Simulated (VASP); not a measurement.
# Bi in VASP: notebook

Bi is run at these levels: RPBE, PBE0, PBE; tasks: single point.

All numbers are computed with VASP 6.6.1; they aren't measurements. Logs are shortened: lines on timing, memory, paths and dates and some standing lists are left out, and cuts for length are marked.

## 1. The cell of the first run

Symmetry: R-3m, No. 166, trigonal system. Conventional cell: a = 4.535 Å, b = 4.535 Å, c = 11.814 Å, α = 90.00°, β = 90.00°, γ = 120.00°. Bi (site symmetry 3m) has 6 Bi at 3.06 to 3.52 Å within 4.0 Å.

## 2. Single point, RPBE

Input file INCAR:

```
ALGO     = Normal         # electronic algorithm
EDIFF    = 1E-6           # SCF threshold, eV
ENCUT    = 520            # plane-wave cutoff, eV
GGA      = RP             # functional
ISIF     = 2              # what is computed and relaxed
ISMEAR   = 1              # smearing method
LASPH    = T              # aspherical terms in the spheres
LCHARG   = F              # write CHGCAR
LREAL    = F              # projectors in reciprocal space
LWAVE    = F              # write WAVECAR
NBANDS   = 22             # bands
NELM     = 100            # most SCF steps
PREC     = Accurate       # precision mode
SIGMA    = 0.1            # smearing width, eV
```

Input file KPOINTS:

```
k-points
0
Gamma
  7 7 7
```

Input file POSCAR:

```
Bi
1.0
    2.2675000000      1.3091417354      3.9380000000
   -2.2675000000      1.3091417354      3.9380000000
    0.0000000000     -2.6182834708      3.9380000000
Bi
2
Direct
    0.7660000000      0.7660000000      0.7660000000
    0.2340000000      0.2340000000      0.2340000000
```

Potentials or basis: VASP PAW PBE potentials, release 64 (Bi_d).

Launch:

```
$ cat potpaw_PBE.64/Bi_d/POTCAR > POTCAR
$ mpirun -np 1 vasp_std > vasp.out
```

OUTCAR:

```text
EDIFF = 1E-6
   ENCUT = 520
   GGA = RP
   ISIF = 2
   ISMEAR = 1
   LASPH = T
   LREAL = F
   NELM = 100
   PREC = Accurate

 ion  position               nearest neighbor table
   1  0.766  0.766  0.766-   2 3.06   2 3.06   2 3.06   2 3.52   2 3.52   2 3.52
   2  0.234  0.234  0.234-   1 3.06   1 3.06   1 3.06   1 3.52   1 3.52   1 3.52

  LATTYP: Found a trigonal (rhomboedric) cell.
 ALAT       =     4.7289800521
 COS(alpha) =     0.5401781303

  Lattice vectors:

 A1 = (   2.2675000000,   1.3091417354,   3.9380000000)
 A2 = (  -2.2675000000,   1.3091417354,   3.9380000000)
 A3 = (   0.0000000000,  -2.6182834708,   3.9380000000)

Analysis of symmetry for initial positions (statically):
=====================================================================
 Subroutine PRICEL returns:
 Original cell was already a primitive cell.

 Routine SETGRP: Setting up the symmetry group for a
 trigonal (rhombohedral) supercell.

 Subroutine GETGRP returns: Found 12 space group operations
 (whereof 12 operations were pure point group operations)
 out of a pool of 12 trial point group operations.

The static configuration has the point symmetry D_3d.

Analysis of symmetry for dynamics (positions and initial velocities):
=====================================================================
 Subroutine PRICEL returns:
 Original cell was already a primitive cell.

 Routine SETGRP: Setting up the symmetry group for a
 trigonal (rhombohedral) supercell.

 Subroutine GETGRP returns: Found 12 space group operations
 (whereof 12 operations were pure point group operations)
 out of a pool of 12 trial point group operations.

The dynamic configuration has the point symmetry D_3d.

 Subroutine INISYM returns: Found 12 space group operations
 (whereof 12 operations are pure point group operations),
 and found     1 'primitive' translations

----------------------------------------------------------------------------------------

                                     Primitive cell

  volume of cell :      70.1392

  direct lattice vectors                    reciprocal lattice vectors
     2.267500000  1.309141735  3.938000000     0.220507166  0.127309872  0.084645336
    -2.267500000  1.309141735  3.938000000    -0.220507166  0.127309872  0.084645336
     0.000000000 -2.618283471  3.938000000     0.000000000 -0.254619744  0.084645336

  length of vectors
     4.728980052  4.728980052  4.728980052     0.268320791  0.268320791  0.268320791

  position of ions in fractional coordinates (direct lattice)
     0.766000000  0.766000000  0.766000000
     0.234000000  0.234000000  0.234000000

  ion indices of the primitive-cell ions
   primitive index   ion index
                 1           1
                 2           2

----------------------------------------------------------------------------------------

 KPOINTS: k-points

Automatic generation of k-mesh.
 Grid dimensions read from file:
 generate k-points for:    7    7    7

 Generating k-lattice:

  Cartesian coordinates                     Fractional coordinates (reciprocal lattice)
     0.031501024  0.018187125  0.012092191     0.142857143 -0.000000000  0.000000000
    -0.031501024  0.018187125  0.012092191    -0.000000000  0.142857143  0.000000000
     0.000000000 -0.036374249  0.012092191     0.000000000  0.000000000  0.142857143

  Length of vectors
     0.038331542  0.038331542  0.038331542

  Shift w.r.t. Gamma in fractional coordinates (k-lattice)
     0.000000000  0.000000000  0.000000000

 Subroutine IBZKPT returns following result:
 ===========================================

 Found     44 irreducible k-points:

 Following reciprocal coordinates:
            Coordinates               Weight
  0.000000  0.000000  0.000000      1.000000
  0.142857  0.000000  0.000000      6.000000
  0.285714  0.000000  0.000000      6.000000
  0.428571 -0.000000  0.000000      6.000000
  0.142857  0.142857  0.000000      6.000000
  0.285714  0.142857  0.000000     12.000000
[... 16 lines left out ...]
  0.285714  0.285714  0.142857      6.000000
  0.428571  0.285714  0.142857     12.000000
 [... further k-points ...]
   k-points           NKPTS =     44   k-points in BZ     NKDIM =     44   number of bands    NBANDS=     22
   number of dos      NEDOS =    301   number of ions     NIONS =      2
   total plane-waves  NPLWV =  46656
   dimension x,y,z NGX =    36 NGY =   36 NGZ =   36
   dimension x,y,z NGXF=    72 NGYF=   72 NGZF=   72
   ions per type =               2
   NGX,Y,Z   is equivalent  to a cutoff of  12.66, 12.66, 12.66 a.u.
   NGXF,Y,Z  is equivalent  to a cutoff of  25.31, 25.31, 25.31 a.u.
 SYSTEM =  unknown system
   PREC   = accura    normal or accurate (medium, high low for compatibility)
   ISTART =      0    job   : 0-new  1-cont  2-samecut
   ICHARG =      2    charge: 1-file 2-atom 10-const
   ISPIN  =      1    spin polarized calculation?
   LNONCOLLINEAR =      F non collinear calculations
   LSORBIT =      F    spin-orbit coupling
   LASPH  =      T    aspherical Exc in radial PAW
   ENCUT  =  520.0 eV  38.22 Ry    6.18 a.u.   8.79  8.79  8.79*2*pi/ulx,y,z
   NELM   =    100;   NELMIN=  2; NELMDL= -5     # of ELM steps
   EDIFF  = 0.1E-05   stopping-criterion for ELM
   LREAL  =      F    real-space projection
   EDIFFG = 0.1E-04   stopping-criterion for IOM
   NSW    =      0    number of steps for IOM
   IBRION =     -1    ionic relax: 0-MD 1-quasi-New 2-CG
   NFREE  =      0    steps in history (QN), initial steepest desc. (CG)
   ISIF   =      2    stress and relaxation
   ISYM   =      2    0-nonsym 1-usesym 2-fastsym
   POTIM  = 0.5000    time-step for ionic-motion
   TEBEG  =    0.0;   TEEND  =   0.0 temperature during run
   PSTRESS=    0.0 pullay stress
   NELECT =      30.0000    total number of electrons
   NUPDOWN=      -1.0000    fix difference up-down
   EMIN   =  10.00;   EMAX   =-10.00  energy-range for DOS
   EFERMI =   0.00;   METHOD = LEGACY
   ISMEAR =     1;   SIGMA  =   0.10  broadening in eV -4-tet -1-fermi 0-gaus
   EFERMI_NEDOS =   21; number of points for ismear=-14 and -15
   IALGO  =     38    algorithm
   IMIX   =      4    mixing-type and parameters
     AMIX     =   0.40;   BMIX     =  1.00
     AMIX_MAG =   1.60;   BMIX_MAG =  1.00
  volume/ion in A,a.u.               =      35.07       236.66
  Fermi-wavevector in a.u.,A,eV,Ry     =   1.233469  2.330919 20.700530  1.521446
  Thomas-Fermi vector in A             =   2.368198
   LORBIT       =      0    0 simple, 1 ext, 2 COOP (PROOUT), +10 PAW based schemes
   GGA     = RP    functional components
   LHFCALC =     F    Hartree Fock is set to
   AEXX    =    0.0000 exact exchange contribution
   IVDW    =     0    specifies the selected vdW correction
   LEPSILON=     F    determine dielectric tensor
   LRPA    =     F    only Hartree local field effects (RPA)
 non-spin polarized calculation
 Methfessel and Paxton  Order N= 1 SIGMA  =   0.10
  energy-cutoff  :      520.00
  volume of cell :       70.14
 maximum number of plane-waves:      1911
   NGX = 17   NGY = 17   NGZ = 17

 number of electron      30.0000004 magnetization

 Free energy of the ion-electron system (eV)
  ---------------------------------------------------
  ext. energy  EPLUGINS =         0.00000000
  ---------------------------------------------------
  free energy    TOTEN  =        -7.00112862 eV

  energy without entropy =       -7.00148852  energy(sigma->0) =       -7.00124859

 E-fermi :   6.4325     XC(G=0):  -9.4377

 val. band max:        6.2659281558   @ k =   0.4286   0.2857   0.2857
 cond. band min:       6.5317695407   @ k =   0.4286  -0.0000   0.0000
 fundamental gap:      0.2658413849
 Fermi energy:         6.4324785415

 k-point     1 :       0.0000    0.0000    0.0000
  band No.  band energies     occupation
      1     -16.5056      2.00000
      2     -16.5056      2.00000
      3     -16.3557      2.00000
      4     -16.3557      2.00000
      5     -16.3395      2.00000
      6     -16.1705      2.00000
[... 14 lines left out ...]
     21      12.2849      0.00000
     22      12.6572      0.00000

 k-point     2 :       0.1429    0.0000    0.0000
  band No.  band energies     occupation
      1     -16.4910      2.00000
      2     -16.4867      2.00000
      3     -16.3493      2.00000
      4     -16.3443      2.00000
      5     -16.3295      2.00000
      6     -16.1801      2.00000
[... 14 lines left out ...]
     21      12.5125      0.00000
     22      14.0855      0.00000

 k-point     3 :       0.2857    0.0000    0.0000
  band No.  band energies     occupation
      1     -16.4533      2.00000
      2     -16.4342      2.00000
      3     -16.3351      2.00000
      4     -16.3136      2.00000
      5     -16.2994      2.00000
      6     -16.2120      2.00000
[... 14 lines left out ...]
     21      13.5113      0.00000
     22      16.4965      0.00000

 k-point     4 :       0.4286   -0.0000    0.0000
  band No.  band energies     occupation
      1     -16.4144      2.00000
      2     -16.3621      2.00000
      3     -16.3225      2.00000
      4     -16.2793      2.00000
      5     -16.2742      2.00000
      6     -16.2405      2.00000
[... 14 lines left out ...]
     21      15.1615      0.00000
     22      15.7876      0.00000

 k-point     5 :       0.1429    0.1429    0.0000
  band No.  band energies     occupation
      1     -16.5031      2.00000
      2     -16.4674      2.00000
      3     -16.3550      2.00000
      4     -16.3385      2.00000
      5     -16.3249      2.00000
      6     -16.1839      2.00000
[... 417 lines left out ...]
 k-point    22 :      -0.1429    0.1429    0.1429
  band No.  band energies     occupation
      1     -16.4861      2.00000
      2     -16.4138      2.00000
      3     -16.3515      2.00000
      4     -16.3088      2.00000
      5     -16.2958      2.00000
      6     -16.2152      2.00000
[... 14 lines left out ...]
     21      14.0118      0.00000
     22      15.1569      0.00000

 k-point    23 :       0.2857    0.2857    0.1429
  band No.  band energies     occupation
      1     -16.4877      2.00000
      2     -16.4320      2.00000
      3     -16.3495      2.00000
      4     -16.3251      2.00000
      5     -16.3120      2.00000
      6     -16.1948      2.00000
[... 14 lines left out ...]
     21      14.1224      0.00000
     22      14.7015      0.00000

 k-point    24 :       0.4286    0.2857    0.1429
  band No.  band energies     occupation
      1     -16.4712      2.00000
      2     -16.3976      2.00000
      3     -16.3407      2.00000
      4     -16.3108      2.00000
      5     -16.2923      2.00000
      6     -16.2125      2.00000
[... 14 lines left out ...]
     21      14.6955      0.00000
     22      15.4503      0.00000

 [... further k-points ...]

------------------------ aborting loop because EDIFF is reached ----------------------------------------

  FORCE on cell =-STRESS in cart. coord.  units (eV):
  Direction    XX          YY          ZZ          XY          YZ          ZX
  --------------------------------------------------------------------------------------
  -------------------------------------------------------------------------------------
  Total        1.5207972      1.5207972      1.4282777      0.0000000     -0.0000000      0.0000000
  in kB       34.7392925     34.7392925     32.6258862      0.0000000     -0.0000000      0.0000000
  external PRESSURE =      34.0348237 kB  Pullay stress =       0.0000000 kB

 VOLUME and BASIS-vectors are now :
 -----------------------------------------------------------------------------
  energy-cutoff  :      520.00
  volume of cell :       70.14
      direct lattice vectors                 reciprocal lattice vectors
     2.267500000  1.309141735  3.938000000     0.220507166  0.127309872  0.084645336
    -2.267500000  1.309141735  3.938000000    -0.220507166  0.127309872  0.084645336
     0.000000000 -2.618283471  3.938000000     0.000000000 -0.254619744  0.084645336

 POSITION                                       TOTAL-FORCE (eV/Angst)
 -----------------------------------------------------------------------------------
      0.00000      0.00000      9.04952         0.000000      0.000000     -0.232185
      0.00000      0.00000      2.76448         0.000000     -0.000000      0.232185
 -----------------------------------------------------------------------------------
    total drift:                               -0.000000      0.000000     -0.000000

  FREE ENERGIE OF THE ION-ELECTRON SYSTEM (eV)
  ---------------------------------------------------
  free  energy   TOTEN  =        -7.0011286240 eV

  energy  without entropy=       -7.0014885245  energy(sigma->0) =       -7.00124859
```

It took 45 s on 1 thread of Intel Xeon Platinum 8375C at 2.90GHz (Ice Lake), shared host; peak memory 0.22 GiB.

Results:

```
Free energy            : -7.0011 eV
Pressure               : 3.4 GPa
Largest force          : 0.232 eV/Å
Band gap on the k mesh : 0.27 eV, indirect (least direct gap 0.54 eV)
```

Forces on the atoms (eV/Å):
```
Bi   0.000  0.000 -0.232
Bi   0.000  0.000  0.232
```

Stress tensor (GPa, compression positive):
```
3.47 0.00 0.00
0.00 3.47 0.00
0.00 0.00 3.26
```

Caveat: the PAW data sets were made with another functional, which shifts forces and pressure a little; spin-orbit coupling is left out, which moves the levels of the heavy elements.

## 3. Single point, PBE0

POSCAR is that of step 2.

Input file INCAR.step1:

```
ALGO = Normal ; EDIFF = 1E-5
ENCUT = 520 ; GGA = PE
ISIF = 2 ; ISMEAR = -1
LASPH = True ; LCHARG = False
LREAL = False ; LWAVE = True
NBANDS = 22 ; NELM = 80
PREC = Accurate ; SIGMA = 0.1
```

Input file INCAR.step2:

```
AEXX = 0.25 ; ALGO = Normal
EDIFF = 1E-7 ; ENCUT = 520
GGA = PE ; ISIF = 2
ISMEAR = -1 ; ISTART = 1
LASPH = True ; LCHARG = False
LHFCALC = True ; LREAL = False
LWAVE = False ; NBANDS = 22
NELM = 80 ; PREC = Accurate
PRECFOCK = Normal ; SIGMA = 0.1
```

Input file KPOINTS:

```
k-points
0
Gamma
  4 4 4
```

Potentials or basis: VASP PAW PBE potentials, release 64 (Bi_d).

Launch:

```
$ cat potpaw_PBE.64/Bi_d/POTCAR > POTCAR
$ cp INCAR.step1 INCAR
$ mpirun -np 1 vasp_std > vasp.out
$ cp INCAR.step2 INCAR
$ mpirun -np 1 vasp_std > vasp.out
```

Run time: 51 min. Hardware: 1 thread of Intel Xeon Platinum 8488C (Sapphire Rapids), shared host; peak memory 0.23 GiB.

The run converged, but its numbers aren't listed here, since they failed a check.

Caveat: the k points lie up to 0.42 Å⁻¹ apart; the mesh shows a gap though the element is a metal; the PAW data sets were made with another functional, which shifts forces and pressure a little; spin-orbit coupling is left out, which moves the levels of the heavy elements.

(Part 1 of 3 ends here.)
